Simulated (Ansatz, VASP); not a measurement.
## One calculation of ZnS, two programs

```
Zn S
1.0
     3.81100    0.00000    0.00000
    -1.90550    3.30042    0.00000
     0.00000    0.00000    6.23400
Zn S
2 2
Direct
  0.33333 0.66667 0.00000
  0.66667 0.33333 0.50000
  0.33333 0.66667 0.38500
  0.66667 0.33333 0.88500
```

Alike in both runs: task single point; functional PBE; k mesh 12 × 12 × 6; occupations gaussian, width 0.05 eV; no spin polarisation.

```csv
,VASP,Ansatz
version,VASP 6.6.1,Ansatz 0.2.0
potentials or method,"VASP PAW PBE potentials, release 64 (Zn, S), cutoff 520 eV","scalar-relativistic, plane waves, PAW"
valence electrons in the cell,36,36
```

|  | VASP | Ansatz | Ansatz less VASP |
| --- | --- | --- | --- |
| gap on the k mesh at the Fermi level (eV) | 2.25 | 2.25 | -0.006 |
| least direct gap on the mesh (eV) | 2.25 | 2.25 | -0.006 |
| pressure (GPa) | 2.5 | 2.3 | -0.16 |
| traceless stress, the component that is largest in VASP (GPa) | -1.37 | -1.35 | +0.023 |
| rms of the force components (eV/Å) | 0.186 | 0.184 | -0.0019 |

Atom by atom the forces differ by 0.002 eV/Å (rms over components).
